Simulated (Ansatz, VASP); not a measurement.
## Mg2ZnS3 in VASP and in Ansatz

INCAR

```
SYSTEM = Mg2ZnS3
PREC = Accurate ; ENCUT = 600
EDIFF = 1E-7 ; ISMEAR = 0
SIGMA = 0.15 ; LREAL = .FALSE.
LASPH = .TRUE. ; NELM = 80
ALGO = Normal ; ISIF = 3
LWAVE = .FALSE. ; LCHARG = .FALSE.
GGA = PE ; IBRION = 2
NSW = 36 ; EDIFFG = -0.08
```

Contents of KPOINTS:

```
Automatic mesh
0
G
  2 2 2
  0 0 0
```

File POSCAR:

```
Mg2ZnS3
1.0
    5.8500000000     -3.3750000000      0.0000000000
    5.8500000000      3.3750000000      0.0000000000
    0.0000000000      0.0000000000      6.3000000000
Mg Zn S
4 2 6
Direct
    0.1660000000      0.5000000000      0.0000000000
    0.5000000000      0.8340000000      0.0000000000
    0.8340000000      0.5000000000      0.5000000000
    0.5000000000      0.1660000000      0.5000000000
    0.8330000000      0.1670000000      0.0000000000
    0.1670000000      0.8330000000      0.5000000000
    0.1500000000      0.8500000000      0.8800000000
    0.5100000000      0.1700000000      0.8900000000
    0.8300000000      0.4900000000      0.8900000000
    0.8500000000      0.1500000000      0.3800000000
    0.1700000000      0.5100000000      0.3900000000
    0.4900000000      0.8300000000      0.3900000000
```

Input for Ansatz:

```yaml
crystal:
  lattice:
    - [5.85, -3.375, 0.0]
    - [5.85, 3.375, 0.0]
    - [0.0, 0.0, 6.3]
  atoms:
    - { symbol: Mg, position: [0.166, 0.5, 0.0] }
    - { symbol: Mg, position: [0.5, 0.834, 0.0] }
    - { symbol: Mg, position: [0.834, 0.5, 0.5] }
    - { symbol: Mg, position: [0.5, 0.166, 0.5] }
    - { symbol: Zn, position: [0.833, 0.167, 0.0] }
    - { symbol: Zn, position: [0.167, 0.833, 0.5] }
    - { symbol: S, position: [0.15, 0.85, 0.88] }
    - { symbol: S, position: [0.51, 0.17, 0.89] }
    - { symbol: S, position: [0.83, 0.49, 0.89] }
    - { symbol: S, position: [0.85, 0.15, 0.38] }
    - { symbol: S, position: [0.17, 0.51, 0.39] }
    - { symbol: S, position: [0.49, 0.83, 0.39] }
basis:
  ecutwfc: 420
kpoints:
  mp_grid: { grid: [2, 2, 2] }
hamiltonian:
  xc: pbe
scf:
  occupations: { method: gaussian, width: 0.15 }
  lower_state_search: "off"
output:
  forces: true
  stress: true
  eigenvalues: true
relax:
  adjacent_minimum: "off"
  f_tol: 0.08
  max_steps: 16
  cell: { stress_tol: 0.8 }
```

Alike in both runs: task relaxation of cell and atoms; functional PBE; k mesh 2 × 2 × 2; occupations gaussian, width 0.15 eV; no spin polarisation.

|  | VASP | Ansatz |
| --- | --- | --- |
| version | VASP 6.6.1 | Ansatz 0.2.0 |
| potentials or method | VASP PAW PBE potentials, release 64 (Mg, Zn, S), cutoff 600 eV | scalar-relativistic, plane waves, PAW |
| valence electrons in the cell | 68 | 100 |

|  | VASP | Ansatz | Ansatz less VASP |
| --- | --- | --- | --- |
| gap on the k mesh at the Fermi level, each at its own relaxed structure (eV) | 2.94 | 2.97 | +0.024 |
| relaxed volume (Å³/atom) | 22.04 | 22.12 | +0.078 |
| relaxed cell length with the largest relative difference (Å) | 6.381 | 6.436 | +0.0545 |

VASP's potentials hold 68 valence electrons a cell and Ansatz's 100, so a difference there can come from the potentials and not from the codes.

The k mesh is coarse, so the values compare programs but aren't converged.
